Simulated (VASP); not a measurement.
Set up this calculation in VASP 6.6.1, as the native input.

| Quantity | Value |
| --- | --- |
| Task | single point |
| Functional | PBE |
| Potentials or basis | VASP PAW PBE potentials, release 64 (Si, N) |
| Cutoff | 520 eV |
| k mesh | 4 × 4 × 10 |
| Occupations | fermi-dirac, width 0.02 eV |
| Spin | no spin polarisation |
| Dipole correction | no |
| Further INCAR settings | ALGO = Normal; EDIFF = 1e-07; NBANDS = 45 |

The structure of Si3N4 lies in POSCAR:

```
Si3N4
1.0
    7.6093000000      0.0000000000      0.0000000000
   -3.8046500000      6.5898471050      0.0000000000
    0.0000000000      0.0000000000      2.9079000000
Si N
6 8
Direct
    0.1739076037      0.7677713740      0.2500000000
    0.4061362297      0.1739076037      0.7500000000
    0.2322286260      0.4061362297      0.2500000000
    0.8260923963      0.2322286260      0.7500000000
    0.5938637703      0.8260923963      0.2500000000
    0.7677713740      0.5938637703      0.7500000000
    0.3333333333      0.6666666667      0.2500000000
    0.6666666667      0.3333333333      0.7500000000
    0.3297847804      0.0297818406      0.2500000000
    0.3000029399      0.3297847804      0.7500000000
    0.9702181594      0.3000029399      0.2500000000
    0.6702152196      0.9702181594      0.7500000000
    0.6999970601      0.6702152196      0.2500000000
    0.0297818406      0.6999970601      0.7500000000
```

One way to write it, as run:

INCAR

```
SYSTEM = Si3N4
PREC = Accurate
ENCUT = 520
EDIFF = 1E-7
ISMEAR = -1
SIGMA = 0.02
LREAL = .FALSE.
LASPH = .TRUE.
NELM = 100
ALGO = Normal
ISIF = 2
LWAVE = .FALSE.
LCHARG = .FALSE.
GGA = PE
NBANDS = 45
```

KPOINTS

```
regular mesh
0
G
  4 4 10
  0 0 0
```

Potentials or basis: VASP PAW PBE potentials, release 64 (Si, N).

Command:

```console
$ cat potpaw_PBE.64/Si/POTCAR potpaw_PBE.64/N/POTCAR > POTCAR
$ mpirun -np 1 vasp_std > vasp.out
```

It gave:

```yaml
Pressure: 4.7 GPa
Largest_force: 0.009 eV/Å
Band_gap_on_the_k_mesh: 4.32 eV (least direct gap 4.51 eV)
```

Caveat: the cell stands under pressure.

It took 97 s on 1 thread of Intel(R) Xeon(R) Platinum 8488C (Sapphire Rapids), with other jobs on the host, peak memory 0.32 GiB.
